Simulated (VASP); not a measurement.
Input of a VASP 6.6.1 run:

The input INCAR:

```
SYSTEM = SiO2
ALGO     = Normal         ! electronic algorithm
EDIFF    = 1E-8           ! SCF threshold, eV
ENCUT    = 520            ! plane-wave cutoff, eV
GGA      = PE             ! functional
GGA_COMPAT= .False.      
ISIF     = 2              ! what is computed and relaxed
ISMEAR   = -1             ! smearing method
LASPH    = .True.         ! aspherical terms in the spheres
LCHARG   = .False.        ! write CHGCAR
LEFG     = .True.       
LREAL    = .False.        ! projectors in reciprocal space
LWAVE    = .False.        ! write WAVECAR
NBANDS   = 44             ! bands
NELM     = 120            ! most SCF steps
PREC     = Accurate       ! precision mode
SIGMA    = 0.05           ! smearing width, eV
```

The input KPOINTS:

```
k-points
0
Gamma
  6 6 4
  0 0 0
```

The input POSCAR:

```
SiO2
1.0
    4.9755888200      0.0000000000      0.0000000000
    0.0000000000      4.9755888200      0.0000000000
    0.0000000000      0.0000000000      6.9008894400
Si O
4 8
Direct
    0.8032465600      0.8032465600      0.5000000000
    0.6967534400      0.3032465600      0.2500000000
    0.3032465600      0.6967534400      0.7500000000
    0.1967534400      0.1967534400      0.0000000000
    0.7617576300      0.1103870700      0.4320415600
    0.8896129300      0.2382423700      0.0679584400
    0.1103870700      0.7617576300      0.5679584400
    0.2617576300      0.3896129300      0.8179584400
    0.2382423700      0.8896129300      0.9320415600
    0.7382423700      0.6103870700      0.3179584400
    0.3896129300      0.2617576300      0.1820415600
    0.6103870700      0.7382423700      0.6820415600
```

Potentials or basis: VASP PAW PBE potentials, release 64 (Si, O).

The run is started by

```console
$ cat potpaw_PBE.64/Si/POTCAR potpaw_PBE.64/O/POTCAR > POTCAR
$ mpirun -np 1 vasp_std > vasp.out
```

(1) What does it give for the largest force?

(2) Estimate the band gap on the k mesh.

(3) Estimate the pressure.

Answers

(1) 0.275 eV/Å.

(2) 5.73 eV.

(3) 4.9 GPa.

Caveat: the cell stands under pressure; without QUAD_EFG the Cq values of the log hold for a quadrupole moment of 1 mb, not for the nuclei.
